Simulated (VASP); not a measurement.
# Pt (P6_3/mmc) in VASP: notebook

The runs below take Pt through single point, with PBE.

All numbers are computed with VASP 6.6.1; they aren't measurements. Logs are shortened: lines on timing, memory, paths and dates and some standing lists are left out, and cuts for length are marked.

### Step 1. The cell of the first run

It takes space group P6_3/mmc (No. 194, hexagonal). Conventional cell: a = 2.855 Å, b = 2.855 Å, c = 4.841 Å, α = 90.00°, β = 90.00°, γ = 120.00°. Within 3.8 Å of Pt (site symmetry -6m2) lie 12 Pt at 2.86 to 2.93 Å.

### Step 2. Single point, PBE

Contents of INCAR:

```
SYSTEM = Pt
PREC = Accurate ; ENCUT = 520
EDIFF = 1E-7 ; ISMEAR = 0
SIGMA = 0.15 ; LREAL = .FALSE.
LASPH = .TRUE. ; NELM = 100
ALGO = Normal ; ISIF = 2
LWAVE = .FALSE. ; LCHARG = .FALSE.
GGA = PE ; NBANDS = 17
```

Contents of KPOINTS:

```
Automatic mesh
0
G
  18 18 10
  0 0 0
```

Contents of POSCAR:

```
Pt
1.0
    2.8551000000      0.0000000000      0.0000000000
   -1.4275500000      2.4725891303      0.0000000000
    0.0000000000      0.0000000000      4.8412000000
Pt
2
Direct
    0.6666666667      0.3333333333      0.7500000000
    0.3333333333      0.6666666667      0.2500000000
```

Potentials or basis: VASP PAW PBE potentials, release 64 (Pt).

Started as:

```
$ cat potpaw_PBE.64/Pt/POTCAR > POTCAR
$ mpirun -np 1 vasp_std > vasp.out
```

OUTCAR:

```text
SYSTEM = Pt
   PREC = Accurate
   ENCUT = 520
   EDIFF = 1E-7
   ISMEAR = 0
   LREAL = .FALSE.
   LASPH = .TRUE.
   NELM = 100
   ISIF = 2
   GGA = PE

 ion  position               nearest neighbor table
   1  0.667  0.333  0.750-   2 2.93   2 2.93   2 2.93   2 2.93   2 2.93   2 2.93
   2  0.333  0.667  0.250-   1 2.93   1 2.93   1 2.93   1 2.93   1 2.93   1 2.93

  LATTYP: Found a hexagonal cell.
 ALAT       =     2.8551000000
 C/A-ratio  =     1.6956323771

  Lattice vectors:

 A1 = (   2.8551000000,   0.0000000000,   0.0000000000)
 A2 = (  -1.4275500000,   2.4725891303,   0.0000000000)
 A3 = (   0.0000000000,   0.0000000000,   4.8412000000)

Analysis of symmetry for initial positions (statically):
=====================================================================
 Subroutine PRICEL returns:
 Original cell was already a primitive cell.

 Routine SETGRP: Setting up the symmetry group for a
 hexagonal supercell.

 Subroutine GETGRP returns: Found 24 space group operations
 (whereof 12 operations were pure point group operations)
 out of a pool of 24 trial point group operations.

The static configuration has the point symmetry D_3d.
 The point group associated with its full space group is D_6h.

Analysis of symmetry for dynamics (positions and initial velocities):
=====================================================================
 Subroutine PRICEL returns:
 Original cell was already a primitive cell.

 Routine SETGRP: Setting up the symmetry group for a
 hexagonal supercell.

 Subroutine GETGRP returns: Found 24 space group operations
 (whereof 12 operations were pure point group operations)
 out of a pool of 24 trial point group operations.

The dynamic configuration has the point symmetry D_3d.
 The point group associated with its full space group is D_6h.

 Subroutine INISYM returns: Found 24 space group operations
 (whereof 12 operations are pure point group operations),
 and found     1 'primitive' translations

----------------------------------------------------------------------------------------

                                     Primitive cell

  volume of cell :      34.1764

  direct lattice vectors                    reciprocal lattice vectors
     2.855100000  0.000000000  0.000000000     0.350250429  0.202217180  0.000000000
    -1.427550000  2.472589130  0.000000000     0.000000000  0.404434359  0.000000000
     0.000000000  0.000000000  4.841200000     0.000000000  0.000000000  0.206560357

  length of vectors
     2.855100000  2.855100000  4.841200000     0.404434359  0.404434359  0.206560357

  position of ions in fractional coordinates (direct lattice)
     0.666666667  0.333333333  0.750000000
     0.333333333  0.666666667  0.250000000

  ion indices of the primitive-cell ions
   primitive index   ion index
                 1           1
                 2           2

----------------------------------------------------------------------------------------

 KPOINTS: Automatic mesh

Automatic generation of k-mesh.
 Grid dimensions read from file:
 generate k-points for:   18   18   10

 Generating k-lattice:

  Cartesian coordinates                     Fractional coordinates (reciprocal lattice)
     0.019458357  0.011234288  0.000000000     0.055555556  0.000000000  0.000000000
     0.000000000  0.022468576  0.000000000     0.000000000  0.055555556  0.000000000
     0.000000000  0.000000000  0.020656036     0.000000000  0.000000000  0.100000000

  Length of vectors
     0.022468576  0.022468576  0.020656036

  Shift w.r.t. Gamma in fractional coordinates (k-lattice)
     0.000000000  0.000000000  0.000000000

 Subroutine IBZKPT returns following result:
 ===========================================

 Found    222 irreducible k-points:

 Following reciprocal coordinates:
            Coordinates               Weight
  0.000000  0.000000  0.000000      1.000000
  0.055556 -0.000000  0.000000      6.000000
  0.111111 -0.000000  0.000000      6.000000
  0.166667 -0.000000  0.000000      6.000000
  0.222222 -0.000000  0.000000      6.000000
  0.277778 -0.000000  0.000000      6.000000
[... 16 lines left out ...]
  0.333333  0.111111  0.000000     12.000000
  0.388889  0.111111  0.000000     12.000000
 [... further k-points ...]
   k-points           NKPTS =    222   k-points in BZ     NKDIM =    222   number of bands    NBANDS=     17
   number of dos      NEDOS =    301   number of ions     NIONS =      2
   total plane-waves  NPLWV =  20736
   dimension x,y,z NGX =    24 NGY =   24 NGZ =   36
   dimension x,y,z NGXF=    48 NGYF=   48 NGZF=   72
   ions per type =               2
   NGX,Y,Z   is equivalent  to a cutoff of  13.97, 13.97, 12.36 a.u.
   NGXF,Y,Z  is equivalent  to a cutoff of  27.95, 27.95, 24.72 a.u.
 SYSTEM =  Pt
   PREC   = accura    normal or accurate (medium, high low for compatibility)
   ISTART =      0    job   : 0-new  1-cont  2-samecut
   ICHARG =      2    charge: 1-file 2-atom 10-const
[... 24 lines left out ...]
   IMIX   =      4    mixing-type and parameters
     AMIX     =   0.40;   BMIX     =  1.00
     AMIX_MAG =   1.60;   BMIX_MAG =  1.00
  volume/ion in A,a.u.               =      17.09       115.32
  Fermi-wavevector in a.u.,A,eV,Ry     =   1.369334  2.587666 25.511953  1.875076
  Thomas-Fermi vector in A             =   2.495219
   LORBIT       =      0    0 simple, 1 ext, 2 COOP (PROOUT), +10 PAW based schemes
   GGA     = PE    functional components
   LHFCALC =     F    Hartree Fock is set to
   AEXX    =    0.0000 exact exchange contribution
   IVDW    =     0    specifies the selected vdW correction
   LEPSILON=     F    determine dielectric tensor
   LRPA    =     F    only Hartree local field effects (RPA)
 non-spin polarized calculation
 Gauss-broadening in eV      SIGMA  =   0.15
  energy-cutoff  :      520.00
  volume of cell :       34.18
 maximum number of plane-waves:       942
 NGX is ok and might be reduce to    24
   NGX = 11   NGY = 11   NGZ = 19

 number of electron      20.0000000 magnetization

 Free energy of the ion-electron system (eV)
  ---------------------------------------------------
  ext. energy  EPLUGINS =         0.00000000
  ---------------------------------------------------
  free energy    TOTEN  =       -11.94650118 eV

  energy without entropy =      -11.89368606  energy(sigma->0) =      -11.92009362

 E-fermi :   9.0044     XC(G=0): -12.7468

 val. band max:        9.0040191000   @ k =   0.3889   0.0556   0.0000
 cond. band min:       9.0057369315   @ k =   0.4444   0.0556   0.0000
 fundamental gap:      0.0017178315
 Fermi energy:         9.0043521452

 k-point     1 :       0.0000    0.0000    0.0000
  band No.  band energies     occupation
      1       0.1334      2.00000
      2       2.7821      2.00000
      3       5.6960      2.00000
      4       6.0198      2.00000
      5       6.0198      2.00000
      6       6.3680      2.00000
[... 9 lines left out ...]
     16      26.2650      0.00000
     17      28.8521      0.00000

 k-point     2 :       0.0556   -0.0000    0.0000
  band No.  band energies     occupation
      1       0.2352      2.00000
      2       2.8729      2.00000
      3       5.6606      2.00000
      4       6.0429      2.00000
      5       6.0937      2.00000
      6       6.3224      2.00000
[... 9 lines left out ...]
     16      26.3325      0.00000
     17      28.2221      0.00000

 k-point     3 :       0.1111   -0.0000    0.0000
  band No.  band energies     occupation
      1       0.5339      2.00000
      2       3.1297      2.00000
      3       5.5372      2.00000
      4       6.0997      2.00000
      5       6.2535      2.00000
      6       6.3118      2.00000
[... 9 lines left out ...]
     16      26.0830      0.00000
     17      27.1749      0.00000

 k-point     4 :       0.1667   -0.0000    0.0000
  band No.  band energies     occupation
      1       1.0075      2.00000
      2       3.4916      2.00000
      3       5.3765      2.00000
      4       5.9622      2.00000
      5       6.1389      2.00000
      6       6.4561      2.00000
[... 9 lines left out ...]
     16      26.0367      0.00000
     17      26.1044      0.00000
[... 343 lines left out ...]
      1       3.1144      2.00000
      2       4.0333      2.00000
      3       4.5801      2.00000
      4       5.4033      2.00000
      5       6.0422      2.00000
      6       6.0423      2.00000
[... 9 lines left out ...]
     16      23.8766      0.00000
     17      23.8921      0.00000

 k-point    23 :       0.3333    0.1111    0.0000
  band No.  band energies     occupation
      1       3.4803      2.00000
      2       3.8660      2.00000
      3       4.3109      2.00000
      4       5.7624      2.00000
      5       5.9844      2.00000
      6       6.3457      2.00000
[... 9 lines left out ...]
     16      21.9630      0.00000
     17      23.1590      0.00000

 k-point    24 :       0.3889    0.1111    0.0000
  band No.  band energies     occupation
      1       3.6336      2.00000
      2       3.7465      2.00000
      3       4.1469      2.00000
      4       5.9916      2.00000
      5       6.1604      2.00000
      6       6.2324      2.00000
[... 9 lines left out ...]
     16      20.5699      0.00000
     17      22.5253      0.00000

 [... further k-points ...]
[... 5 lines left out ...]
  --------------------------------------------------------------------------------------
  -------------------------------------------------------------------------------------
  Total       -3.7398537     -3.7398537     -2.9480040      0.0000000      0.0000000      0.0000000
  in kB     -175.3229983   -175.3229983   -138.2013675      0.0000000      0.0000000      0.0000000
  external PRESSURE =    -162.9491214 kB  Pullay stress =       0.0000000 kB

 VOLUME and BASIS-vectors are now :
 -----------------------------------------------------------------------------
  energy-cutoff  :      520.00
  volume of cell :       34.18
      direct lattice vectors                 reciprocal lattice vectors
     2.855100000  0.000000000  0.000000000     0.350250429  0.202217180  0.000000000
    -1.427550000  2.472589130  0.000000000     0.000000000  0.404434359  0.000000000
     0.000000000  0.000000000  4.841200000     0.000000000  0.000000000  0.206560357

 POSITION                                       TOTAL-FORCE (eV/Angst)
 -----------------------------------------------------------------------------------
      1.42755      0.82420      3.63090         0.000000      0.000000      0.000000
     -0.00000      1.64839      1.21030        -0.000000     -0.000000      0.000000
 -----------------------------------------------------------------------------------
    total drift:                                0.000000     -0.000000      0.000000

  FREE ENERGIE OF THE ION-ELECTRON SYSTEM (eV)
  ---------------------------------------------------
  free  energy   TOTEN  =       -11.9465011769 eV

  energy  without entropy=      -11.8936860601  energy(sigma->0) =      -11.92009362
```

Wall time 50 s (1 thread of Intel Xeon Platinum 8375C at 2.90GHz (Ice Lake), shared host); peak memory 0.23 GiB.

What came out:

```yaml
Free_energy: -11.9465 eV
Pressure: -16.3 GPa
Band_gap_on_the_k_mesh: zero (band 10 reaches 9.35 eV, above the bottom of band 11 at 8.27 eV)
```

Caveat: spin-orbit coupling is left out, which moves the levels of the heavy elements.

### Step 3. Single point, PBE

This run uses another cell than the first one, of 17.23 Å³/atom, 1.009 times its volume.

Contents of INCAR:

```
ALGO = Normal ; EDIFF = 1E-6
ENCUT = 520 ; GGA = PE
ISIF = 2 ; ISMEAR = 0
LASPH = True ; LCHARG = False
LREAL = False ; LWAVE = False
NBANDS = 17 ; NELM = 60
PREC = Accurate ; SIGMA = 0.15
```

Contents of KPOINTS:

```
k-points
0
Gamma
  18 18 10
```

Contents of POSCAR:

```
Pt
1.0
    2.9034000000      0.0000000000      0.0000000000
   -1.4517000000      2.5144181573      0.0000000000
    0.0000000000      0.0000000000      4.7216000000
Pt
2
Direct
    0.6666666667      0.3333333333      0.7500000000
    0.3333333333      0.6666666667      0.2500000000
```

Potentials or basis: VASP PAW PBE potentials, release 64 (Pt).

Started as:

```
$ cat potpaw_PBE.64/Pt/POTCAR > POTCAR
$ mpirun -np 1 vasp_std > vasp.out
```

It took 48 s on 1 thread of Intel Xeon Platinum 8375C at 2.90GHz (Ice Lake), shared host; peak memory 0.23 GiB.

The run converged. Its results:

```yaml
Free_energy: -11.8857 eV
Pressure: -17.3 GPa
Band_gap_on_the_k_mesh: zero (band 10 reaches 9.12 eV, above the bottom of band 11 at 8.12 eV)
```

Stress tensor (GPa, compression positive):
```
-19.30   0.00   0.00
  0.00 -19.30   0.00
  0.00   0.00 -13.42
```

Levels at points of the mesh, in eV from the Fermi level:
```tsv
k point	band 8	band 9	band 10	band 11	band 12	band 13
(0.00, 0.00, 0.00)	-1.95	-1.95	-0.23	-0.23	0.10	4.91
(0.50, 0.00, 0.00)	-0.02	0.14	0.23	1.96	3.14	7.18
(0.00, 0.00, 0.50)	-3.01	-0.75	-0.75	-0.75	-0.75	12.66
(0.50, 0.00, 0.50)	-0.69	0.13	0.13	1.72	1.72	5.62
```

Caveat: spin-orbit coupling is left out, which moves the levels of the heavy elements.

### Step 4. Single point, PBE

This run uses another cell than the first one, of 17.30 Å³/atom, 1.012 times its volume.

Contents of INCAR:

```
SYSTEM = Pt
  PREC = Accurate
  ENCUT = 520
  EDIFF = 1E-6
  ISMEAR = 0
  SIGMA = 0.15
  LREAL = .False.
  LASPH = .True.
  NELM = 80
  ALGO = Normal
  ISIF = 2
  LWAVE = .False.
  LCHARG = .False.
  GGA = PE
  NBANDS = 17
```

Contents of KPOINTS:

```
regular mesh
0
Gamma
  18 18 10
  0 0 0
```

Contents of POSCAR:

```
Pt
1.0
    2.8551000000      0.0000000000      0.0000000000
   -1.4275500000      2.4725891303      0.0000000000
    0.0000000000      0.0000000000      4.9009000000
Pt
2
Direct
    0.6666666667      0.3333333333      0.7500000000
    0.3333333333      0.6666666667      0.2500000000
```

Started as:

```
$ cat potpaw_PBE.64/Pt/POTCAR > POTCAR
$ mpirun -np 1 vasp_std > vasp.out
```

Run time: 50 s. Hardware: 1 thread of Intel Xeon Platinum 8375C at 2.90GHz (Ice Lake), shared host; peak memory 0.24 GiB.

The run converged. Its results:

```
Free energy            : -11.9074 eV
Pressure               : -18.0 GPa
Band gap on the k mesh : zero (band 10 reaches 9.17 eV, above the bottom of band 11 at 8.10 eV)
```

Stress tensor (GPa, compression positive):
```
-18.87   0.00   0.00
  0.00 -18.87   0.00
  0.00   0.00 -16.13
```

Levels at points of the mesh, in eV from the Fermi level:
```csv
k point,band 8,band 9,band 10,band 11,band 12,band 13
"(0.00, 0.00, 0.00)",-1.60,-1.60,-0.24,-0.20,-0.20,4.26
"(0.50, 0.00, 0.00)",0.01,0.19,0.37,2.10,3.39,6.89
"(0.00, 0.00, 0.50)",-2.94,-0.70,-0.70,-0.70,-0.70,11.50
"(0.50, 0.00, 0.50)",-0.65,0.29,0.29,1.76,1.76,5.77
```

Caveat: spin-orbit coupling is left out, which moves the levels of the heavy elements.

### Step 5. Single point, PBE

This run uses another cell than the first one, of 17.36 Å³/atom, 1.016 times its volume.

Contents of INCAR:

```
SYSTEM = Pt
PREC = Accurate
ENCUT = 520
EDIFF = 1E-7
ISMEAR = 0
SIGMA = 0.15
LREAL = .FALSE.
LASPH = .TRUE.
NELM = 80
ALGO = Normal
ISIF = 2
LWAVE = .FALSE.
LCHARG = .TRUE.
GGA = PE
LELF = .TRUE.
LVHAR = .TRUE.
NBANDS = 17
```

Contents of KPOINTS:

```
regular mesh
0
G
  18 18 10
  0 0 0
```

Contents of POSCAR:

```
Pt
1.0
    2.9516000000      0.0000000000      0.0000000000
   -1.4758000000      2.5561605818      0.0000000000
    0.0000000000      0.0000000000      4.6021000000
Pt
2
Direct
    0.6666666667      0.3333333333      0.7500000000
    0.3333333333      0.6666666667      0.2500000000
```

Started as:

```
$ cat potpaw_PBE.64/Pt/POTCAR > POTCAR
$ mpirun -np 1 vasp_std > vasp.out
```

It took 52 s on 1 thread of Intel Xeon Platinum 8375C at 2.90GHz (Ice Lake), shared host; peak memory 0.24 GiB.

The run converged. Its results:

```yaml
Free_energy: -11.8228 eV
Pressure: -17.7 GPa
Band_gap_on_the_k_mesh: zero (band 10 reaches 9.01 eV, above the bottom of band 11 at 8.02 eV)
```

Stress tensor (GPa, compression positive):
```
-19.49   0.00   0.00
  0.00 -19.49   0.00
  0.00   0.00 -14.03
```

Levels at points of the mesh, in eV from the Fermi level:
| k point | band 7 | band 8 | band 9 | band 10 | band 11 | band 12 | band 13 | band 14 |
| --- | --- | --- | --- | --- | --- | --- | --- | --- |
| (0.00, 0.00, 0.00) | -2.42 | -2.19 | -2.19 | -0.26 | -0.26 | 0.43 | 5.38 | 14.65 |
| (0.50, 0.00, 0.00) | -2.16 | -0.19 | 0.13 | 0.24 | 1.81 | 2.88 | 7.45 | 9.05 |
| (0.00, 0.00, 0.50) | -3.05 | -3.05 | -0.75 | -0.75 | -0.75 | -0.75 | 13.41 | 13.41 |
| (0.50, 0.00, 0.50) | -0.71 | -0.71 | 0.01 | 0.01 | 1.67 | 1.67 | 5.49 | 5.49 |

Caveat: spin-orbit coupling is left out, which moves the levels of the heavy elements.

### Step 6. Single point, PBE

This run uses another cell than the first one, of 14.45 Å³/atom, 0.846 times its volume.

Contents of INCAR:

```
SYSTEM = Pt
PREC     = Accurate       ! precision mode
ENCUT    = 520            ! plane-wave cutoff, eV
EDIFF    = 1E-6           ! SCF threshold, eV
ISMEAR   = 0              ! smearing method
SIGMA    = 0.15           ! smearing width, eV
LREAL    = .FALSE.        ! projectors in reciprocal space
LASPH    = .TRUE.         ! aspherical terms in the spheres
NELM     = 60             ! most SCF steps
ALGO     = Normal         ! electronic algorithm
ISIF     = 2              ! what is computed and relaxed
LWAVE    = .FALSE.        ! write WAVECAR
LCHARG   = .TRUE.         ! write CHGCAR
GGA      = PE             ! functional
LELF     = .TRUE.         ! ELF
LVHAR    = .TRUE.       
NBANDS   = 17             ! bands
```

KPOINTS is that of step 5.

Contents of POSCAR:

```
Pt
1.0
    2.7103000000      0.0000000000      0.0000000000
   -1.3551500000      2.3471886519      0.0000000000
    0.0000000000      0.0000000000      4.5423000000
Pt
2
Direct
    0.6666666667      0.3333333333      0.7500000000
    0.3333333333      0.6666666667      0.2500000000
```

Potentials or basis: VASP PAW PBE potentials, release 64 (Pt).

Started as:

```
$ cat potpaw_PBE.64/Pt/POTCAR > POTCAR
$ mpirun -np 1 vasp_std > vasp.out
```

Wall time 75 s (1 thread of Intel Xeon Platinum 8259CL at 2.50GHz (Skylake/Cascade Lake), shared host); peak memory 0.21 GiB.

Results (log left out):

```
Free energy            : -11.9045 eV
Pressure               : 25.7 GPa
Band gap on the k mesh : zero (band 10 reaches 12.55 eV, above the bottom of band 11 at 11.13 eV)
```

Stress tensor (GPa, compression positive):
```
23.96  0.00  0.00
 0.00 23.96  0.00
 0.00  0.00 29.15
```

Levels at points of the mesh, in eV from the Fermi level:
```
           k point  band 8  band 9  band 10  band 11  band 12  band 13
(0.00, 0.00, 0.00)   -2.37   -2.37    -0.85    -0.30    -0.30     5.76
(0.50, 0.00, 0.00)    0.13    0.17     0.46     2.37     3.93     7.79
(0.00, 0.00, 0.50)   -3.97   -0.97    -0.97    -0.97    -0.97    13.18
(0.50, 0.00, 0.50)   -1.09    0.34     0.34     1.67     1.67     7.00
```

Caveat: spin-orbit coupling is left out, which moves the levels of the heavy elements.

### Step 7. Overview

| cell | gap on the mesh (eV) | pressure (GPa) |
| --- | --- | --- |
| a = 2.855, b = 2.855, c = 4.841 Å, angles 90.0, 90.0, 120.0°, 2 atoms | none | -16.3 |
| a = 2.903, b = 2.903, c = 4.722 Å, angles 90.0, 90.0, 120.0°, 2 atoms | none | -17.3 |
| a = 2.855, b = 2.855, c = 4.901 Å, angles 90.0, 90.0, 120.0°, 2 atoms | none | -18.0 |
| a = 2.952, b = 2.952, c = 4.602 Å, angles 90.0, 90.0, 120.0°, 2 atoms | none | -17.7 |
| a = 2.710, b = 2.710, c = 4.542 Å, angles 90.0, 90.0, 120.0°, 2 atoms | none | 25.7 |

Alike in all rows: task single point; level PBE; potentials or basis VASP PAW PBE potentials, release 64 (Pt); no spin polarisation; k mesh 18 × 18 × 10; cutoff (eV) 520; smearing gaussian 0.15 eV.

Caveats: spin-orbit coupling is left out, which moves the levels of the heavy elements.

Absolute energies hang on the potentials; compare differences alone.
